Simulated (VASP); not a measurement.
Wanted: the native input for a VASP 6.6.1 run.

| Quantity | Value |
| --- | --- |
| Task | single point |
| Functional | LDA |
| Potentials or basis | VASP PAW LDA potentials, release 64 (In_d) |
| Cutoff | 520 eV |
| k mesh | 18 × 18 × 18 |
| Occupations | gaussian, width 0.15 eV |
| Spin | no spin polarisation |
| Dipole correction | no |
| Further INCAR settings | ALGO = Fast; EDIFF = 1e-06; NBANDS = 12 |

The structure of In lies in POSCAR:

```
In
1.0
   -1.8825252400      1.8636999876      1.8825252400
    1.8825252400     -1.8636999876      1.8825252400
    1.8825252400      1.8636999876     -1.8825252400
In
1
Direct
    0.0000000000      0.0000000000      0.0000000000
```

This cell differs from its parent crystal: strain -0.0100 x Voigt [0, 1, 0, 0, 0, 0].

One way to write it, as run:

INCAR

```
SYSTEM = In
PREC = Accurate
ENCUT = 520
EDIFF = 1E-6
ISMEAR = 0
SIGMA = 0.15
LREAL = .FALSE.
LASPH = .TRUE.
NELM = 80
ALGO = Fast
ISIF = 2
LWAVE = .FALSE.
LCHARG = .FALSE.
GGA = CA
NBANDS = 12
```

KPOINTS

```
Automatic mesh
0
G
  18 18 18
  0 0 0
```

Potentials or basis: VASP PAW LDA potentials, release 64 (In_d).

Launch:

```console
$ cat potpaw_LDA.64/In_d/POTCAR > POTCAR
$ mpirun -np 1 vasp_std > vasp.out
```

Results of the run:

```
Pressure : -2.6 GPa
```

Caveat: the cell differs from its parent crystal (strain -0.0100 x Voigt [0, 1, 0, 0, 0, 0]).

Wall time 33 s on 1 thread of Intel(R) Xeon(R) 6975P-C (Granite Rapids) (shared host), peak memory 0.24 GiB.
